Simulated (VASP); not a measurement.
Input of a VASP 6.6.1 run:

File INCAR:

```
SYSTEM = Ga
PREC = Accurate
ENCUT = 520
EDIFF = 1E-7
ISMEAR = 0
SIGMA = 0.1
LREAL = .FALSE.
LASPH = .TRUE.
NELM = 80
ALGO = Fast
ISIF = 2
LWAVE = .FALSE.
LCHARG = .FALSE.
NBANDS = 34
```

Contents of KPOINTS:

```
Automatic mesh
0
G
  10 10 8
  0 0 0
```

POSCAR

```
Ga
1.0
    2.2287472879     -3.7371501447      0.0000000000
    2.2287472879      3.7371501447      0.0000000000
    0.0000000000      0.0000000000      4.4138605438
Ga
4
Direct
    0.6560762336      0.3439237664      0.4145229452
    0.8439237664      0.1560762336      0.9145229452
    0.3439237664      0.6560762336      0.5854770548
    0.1560762336      0.8439237664      0.0854770548
```

Potentials or basis: VASP PAW LDA potentials, release 64 (Ga_d).

Launch:

```bash
$ cat potpaw_LDA.64/Ga_d/POTCAR > POTCAR
$ mpirun -np 1 vasp_std > vasp.out
```

What does it give for the band gap on the k mesh?

Zero (band 26 reaches 5.78 eV, above the bottom of band 27 at 4.26 eV).

What does it give for the pressure?

0.2 GPa.

Stress tensor (GPa, compression positive):
```
0.19 0.00 0.00
0.00 0.29 0.00
0.00 0.00 0.26
```
